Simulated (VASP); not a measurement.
# PC in VASP: notebook

The runs below take PC through single point, with PBE.

Everything below comes from runs of VASP 6.6.1. Logs are shortened: lines on timing, memory, paths and dates and some standing lists are left out, and cuts for length are marked.

### 1 The cell of the first run

The structure is cubic, space group Fm-3m (No. 225). Conventional cell: a = 4.167 Å, b = 4.167 Å, c = 4.167 Å, α = 90.00°, β = 90.00°, γ = 90.00°. Within 2.8 Å of P (site symmetry m-3m) lie 6 C at 2.08 Å. C (site symmetry m-3m) has 6 P at 2.08 Å within 2.8 Å.

### 2 Single point, PBE

Input file INCAR:

```
PREC = Accurate
ENCUT = 600
EDIFF = 1E-6
ISMEAR = 0
SIGMA = 0.2
LREAL = F
LASPH = T
NELM = 120
ALGO = Normal
ISIF = 2
LWAVE = F
LCHARG = F
GGA = PE
NBANDS = 12
GGA_COMPAT = F
```

Input file KPOINTS:

```
regular mesh
0
Gamma
  7 7 7
```

Input file POSCAR:

```
PC
1.0
    0.0000000000      2.0835416010      2.0835416010
    2.0835416010      0.0000000000      2.0835416010
    2.0835416010      2.0835416010      0.0000000000
P C
1 1
Direct
    0.5000000000      0.5000000000      0.5000000000
    0.0000000000      0.0000000000      0.0000000000
```

Potentials or basis: VASP PAW PBE potentials, release 64 (P, C).

Run with:

```bash
$ cat potpaw_PBE.64/P/POTCAR potpaw_PBE.64/C/POTCAR > POTCAR
$ mpirun -np 1 vasp_std > vasp.out
```

OUTCAR:

```text
PREC = Accurate
   ENCUT = 600
   EDIFF = 1E-6
   ISMEAR = 0
   LREAL = F
   LASPH = T
   NELM = 120
   ISIF = 2
   GGA = PE

 ion  position               nearest neighbor table
   1  0.500  0.500  0.500-   2 2.08   2 2.08   2 2.08   2 2.08   2 2.08   2 2.08
   2  0.000  0.000  0.000-   1 2.08   1 2.08   1 2.08   1 2.08   1 2.08   1 2.08

  LATTYP: Found a face centered cubic cell.
 ALAT       =     4.1670832020

  Lattice vectors:

 A1 = (   0.0000000000,   2.0835416010,   2.0835416010)
 A2 = (   2.0835416010,   0.0000000000,   2.0835416010)
 A3 = (   2.0835416010,   2.0835416010,   0.0000000000)

Analysis of symmetry for initial positions (statically):
=====================================================================
 Subroutine PRICEL returns:
 Original cell was already a primitive cell.

 Routine SETGRP: Setting up the symmetry group for a
 face centered cubic supercell.

 Subroutine GETGRP returns: Found 48 space group operations
 (whereof 48 operations were pure point group operations)
 out of a pool of 48 trial point group operations.

The static configuration has the point symmetry O_h .

Analysis of symmetry for dynamics (positions and initial velocities):
=====================================================================
 Subroutine PRICEL returns:
 Original cell was already a primitive cell.

 Routine SETGRP: Setting up the symmetry group for a
 face centered cubic supercell.

 Subroutine GETGRP returns: Found 48 space group operations
 (whereof 48 operations were pure point group operations)
 out of a pool of 48 trial point group operations.

The dynamic configuration has the point symmetry O_h .

 Subroutine INISYM returns: Found 48 space group operations
 (whereof 48 operations are pure point group operations),
 and found     1 'primitive' translations

----------------------------------------------------------------------------------------

                                     Primitive cell

  volume of cell :      18.0899

  direct lattice vectors                    reciprocal lattice vectors
     0.000000000  2.083541601  2.083541601    -0.239976010  0.239976010  0.239976010
     2.083541601  0.000000000  2.083541601     0.239976010 -0.239976010  0.239976010
     2.083541601  2.083541601  0.000000000     0.239976010  0.239976010 -0.239976010

  length of vectors
     2.946572790  2.946572790  2.946572790     0.415650642  0.415650642  0.415650642

  position of ions in fractional coordinates (direct lattice)
     0.500000000  0.500000000  0.500000000
     0.000000000  0.000000000  0.000000000

  ion indices of the primitive-cell ions
   primitive index   ion index
                 1           1
                 2           2

----------------------------------------------------------------------------------------

 KPOINTS: regular mesh

Automatic generation of k-mesh.
 Grid dimensions read from file:
 generate k-points for:    7    7    7

 Generating k-lattice:

  Cartesian coordinates                     Fractional coordinates (reciprocal lattice)
    -0.034282287  0.034282287  0.034282287     0.142857143  0.000000000  0.000000000
     0.034282287 -0.034282287  0.034282287     0.000000000  0.142857143  0.000000000
     0.034282287  0.034282287 -0.034282287     0.000000000  0.000000000  0.142857143

  Length of vectors
     0.059378663  0.059378663  0.059378663

  Shift w.r.t. Gamma in fractional coordinates (k-lattice)
     0.000000000  0.000000000  0.000000000

 Subroutine IBZKPT returns following result:
 ===========================================

 Found     20 irreducible k-points:

 Following reciprocal coordinates:
            Coordinates               Weight
  0.000000  0.000000  0.000000      1.000000
  0.142857  0.000000  0.000000      8.000000
  0.285714  0.000000  0.000000      8.000000
  0.428571  0.000000  0.000000      8.000000
  0.142857  0.142857  0.000000      6.000000
  0.285714  0.142857  0.000000     24.000000
[... 12 lines left out ...]
 -0.428571  0.428571  0.142857     24.000000
 -0.285714  0.428571  0.142857     24.000000
   k-points           NKPTS =     20   k-points in BZ     NKDIM =     20   number of bands    NBANDS=     12
   number of dos      NEDOS =    301   number of ions     NIONS =      2
   total plane-waves  NPLWV =  13824
   dimension x,y,z NGX =    24 NGY =   24 NGZ =   24
   dimension x,y,z NGXF=    48 NGYF=   48 NGZF=   48
   ions per type =               1   1
   NGX,Y,Z   is equivalent  to a cutoff of  13.54, 13.54, 13.54 a.u.
   NGXF,Y,Z  is equivalent  to a cutoff of  27.08, 27.08, 27.08 a.u.
 SYSTEM =  unknown system
   PREC   = accura    normal or accurate (medium, high low for compatibility)
   ISTART =      0    job   : 0-new  1-cont  2-samecut
   ICHARG =      2    charge: 1-file 2-atom 10-const
   ISPIN  =      1    spin polarized calculation?
   LNONCOLLINEAR =      F non collinear calculations
   LSORBIT =      F    spin-orbit coupling
   LASPH  =      T    aspherical Exc in radial PAW
   ENCUT  =  600.0 eV  44.10 Ry    6.64 a.u.   5.89  5.89  5.89*2*pi/ulx,y,z
   NELM   =    120;   NELMIN=  2; NELMDL= -5     # of ELM steps
   EDIFF  = 0.1E-05   stopping-criterion for ELM
   LREAL  =      F    real-space projection
   EDIFFG = 0.1E-04   stopping-criterion for IOM
   NSW    =      0    number of steps for IOM
   IBRION =     -1    ionic relax: 0-MD 1-quasi-New 2-CG
   NFREE  =      0    steps in history (QN), initial steepest desc. (CG)
   ISIF   =      2    stress and relaxation
   ISYM   =      2    0-nonsym 1-usesym 2-fastsym
   POTIM  = 0.5000    time-step for ionic-motion
   TEBEG  =    0.0;   TEEND  =   0.0 temperature during run
   PSTRESS=    0.0 pullay stress
   NELECT =       9.0000    total number of electrons
   NUPDOWN=      -1.0000    fix difference up-down
   EMIN   =  10.00;   EMAX   =-10.00  energy-range for DOS
   EFERMI =   0.00;   METHOD = LEGACY
   ISMEAR =     0;   SIGMA  =   0.20  broadening in eV -4-tet -1-fermi 0-gaus
   EFERMI_NEDOS =   21; number of points for ismear=-14 and -15
   IALGO  =     38    algorithm
   IMIX   =      4    mixing-type and parameters
     AMIX     =   0.40;   BMIX     =  1.00
     AMIX_MAG =   1.60;   BMIX_MAG =  1.00
  volume/ion in A,a.u.               =       9.04        61.04
  Fermi-wavevector in a.u.,A,eV,Ry     =   1.297210  2.451371 22.895242  1.682753
  Thomas-Fermi vector in A             =   2.428617
   LORBIT       =      0    0 simple, 1 ext, 2 COOP (PROOUT), +10 PAW based schemes
   GGA     = PE    functional components
   LHFCALC =     F    Hartree Fock is set to
   AEXX    =    0.0000 exact exchange contribution
   IVDW    =     0    specifies the selected vdW correction
   LEPSILON=     F    determine dielectric tensor
   LRPA    =     F    only Hartree local field effects (RPA)
 non-spin polarized calculation
 Gauss-broadening in eV      SIGMA  =   0.20
  energy-cutoff  :      600.00
  volume of cell :       18.09
 maximum number of plane-waves:       612
   NGX = 11   NGY = 11   NGZ = 11

 number of electron       8.9999999 magnetization

 Free energy of the ion-electron system (eV)
  ---------------------------------------------------
  ext. energy  EPLUGINS =         0.00000000
  ---------------------------------------------------
  free energy    TOTEN  =       -12.15170438 eV

  energy without entropy =      -12.13885864  energy(sigma->0) =      -12.14528151

 E-fermi :  11.6936     XC(G=0): -12.5813

 val. band max:       11.6789437866   @ k =   0.2857   0.1429   0.0000
 cond. band min:      11.8572400604   @ k =  -0.4286   0.1429   0.0000
 fundamental gap:      0.1782962738
 Fermi energy:        11.6935511975

 k-point     1 :       0.0000    0.0000    0.0000
  band No.  band energies     occupation
      1      -7.7648      2.00000
      2       9.9373      2.00000
      3       9.9373      2.00000
      4       9.9373      2.00000
      5      14.0775      0.00000
      6      19.3625      0.00000
      7      19.3625      0.00000
      8      19.3625      0.00000
      9      19.5637      0.00000
     10      19.5637      0.00000
     11      19.5637      0.00000
     12      23.8861      0.00000

 k-point     2 :       0.1429    0.0000    0.0000
  band No.  band energies     occupation
      1      -7.2946      2.00000
      2       7.4105      2.00000
      3       9.8323      2.00000
      4       9.8323      2.00000
      5      15.0822      0.00000
      6      17.2847      0.00000
      7      17.2847      0.00000
      8      18.3982      0.00000
      9      20.1507      0.00000
     10      20.5897      0.00000
     11      20.5897      0.00000
     12      26.6524      0.00000

 k-point     3 :       0.2857    0.0000    0.0000
  band No.  band energies     occupation
      1      -5.8934      2.00000
      2       3.3534      2.00000
      3       9.7401      2.00000
      4       9.7401      2.00000
      5      14.7303      0.00000
      6      14.7303      0.00000
      7      15.2895      0.00000
      8      17.3451      0.00000
      9      21.9173      0.00000
     10      23.2211      0.00000
     11      23.2211      0.00000
     12      31.1941      0.00000
[... 226 lines left out ...]
 k-point    19 :      -0.4286    0.4286    0.1429
  band No.  band energies     occupation
      1      -1.7726      2.00000
      2       2.4392      2.00000
      3       3.2764      2.00000
      4       4.5462      2.00000
      5      10.4038      2.00000
      6      16.6976      0.00000
      7      18.0271      0.00000
      8      22.1893      0.00000
      9      22.3600      0.00000
     10      26.8233      0.00000
     11      30.6063      0.00000
     12      31.2622      0.00000

 k-point    20 :      -0.2857    0.4286    0.1429
  band No.  band energies     occupation
      1      -0.2653      2.00000
      2       0.5771      2.00000
      3       2.5068      2.00000
      4       4.6871      2.00000
      5      12.2097      0.00026
      6      15.8810      0.00000
      7      19.6470      0.00000
      8      21.4720      0.00000
      9      22.2865      0.00000
     10      24.0594      0.00000
     11      30.5953      0.00000
     12      32.6431      0.00000

------------------------ aborting loop because EDIFF is reached ----------------------------------------

  FORCE on cell =-STRESS in cart. coord.  units (eV):
  Direction    XX          YY          ZZ          XY          YZ          ZX
  --------------------------------------------------------------------------------------
  -------------------------------------------------------------------------------------
  Total       -0.0698815     -0.0698815     -0.0698815     -0.0000000     -0.0000000      0.0000000
  in kB       -6.1892207     -6.1892207     -6.1892207     -0.0000000     -0.0000000      0.0000000
  external PRESSURE =      -6.1892207 kB  Pullay stress =       0.0000000 kB

 VOLUME and BASIS-vectors are now :
 -----------------------------------------------------------------------------
  energy-cutoff  :      600.00
  volume of cell :       18.09
      direct lattice vectors                 reciprocal lattice vectors
     0.000000000  2.083541601  2.083541601    -0.239976010  0.239976010  0.239976010
     2.083541601  0.000000000  2.083541601     0.239976010 -0.239976010  0.239976010
     2.083541601  2.083541601  0.000000000     0.239976010  0.239976010 -0.239976010

 POSITION                                       TOTAL-FORCE (eV/Angst)
 -----------------------------------------------------------------------------------
      2.08354      2.08354      2.08354        -0.000000      0.000000     -0.000000
      0.00000      0.00000      0.00000         0.000000     -0.000000      0.000000
 -----------------------------------------------------------------------------------
    total drift:                                0.000000     -0.000000     -0.000000

  FREE ENERGIE OF THE ION-ELECTRON SYSTEM (eV)
  ---------------------------------------------------
  free  energy   TOTEN  =       -12.1517043773 eV

  energy  without entropy=      -12.1388586440  energy(sigma->0) =      -12.14528151
```

Run time: 2.2 s. Hardware: 1 thread of Intel Xeon 6975P-C (Granite Rapids), shared host; peak memory 0.12 GiB.

What came out:

| Property | Result |
| --- | --- |
| Free energy | -12.1517 eV |
| Pressure | -0.6 GPa |

Caveat: the k points lie up to 0.37 Å⁻¹ apart.

[end of part 1 of 2]
